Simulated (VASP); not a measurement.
The system is La3Pb.

```
CELL_PARAMETERS angstrom
5.07332 0.00000 0.00000
0.00000 5.07332 0.00000
0.00000 0.00000 5.07332
ATOMIC_POSITIONS crystal
La 0.50000 0.50000 0.00000
La 0.50000 0.00000 0.50000
La 0.00000 0.50000 0.50000
Pb 0.00000 0.00000 0.00000
```

* Program: VASP 6.6.1
* Task: relaxation of volume and atoms at fixed shape
* Functional: PBEsol
* Potentials or basis: VASP PAW PBE potentials, release 64 (La, Pb_d)
* Cutoff: 600 eV
* k mesh: 4 × 4 × 4
* Occupations: gaussian, width 0.05 eV
* Spin: no spin polarisation

At the start: pressure -2.5 GPa; volume 32.65 Å³/atom.

Q: How do energy, volume and symmetry change on relaxing?

A: Over 3 steps the energy falls by 15.8 meV/atom and the volume is 30.74 Å³/atom (-5.8 %); space group Pm-3m (No. 221, to 0.1 Å) before and after.

The path:
```csv
step,energy change (eV),largest force (eV/Å),pressure (GPa),volume (Å³)
1,0.0000,0.0000,-2.53,130.58
2,-0.0590,0.0000,0.76,121.07
3,-0.0634,0.0000,0.01,122.95
```

Final structure:
```xyz
4
Lattice="4.9725 0.0000 0.0000 0.0000 4.9725 0.0000 0.0000 0.0000 4.9725" Properties=species:S:1:pos:R:3 pbc="T T T"
La    2.4862    2.4862    0.0000
La    2.4862    0.0000    2.4862
La    0.0000    2.4862    2.4862
Pb    0.0000    0.0000    0.0000
```

Caveat: the PAW data sets were made with another functional, which shifts forces and pressure a little.
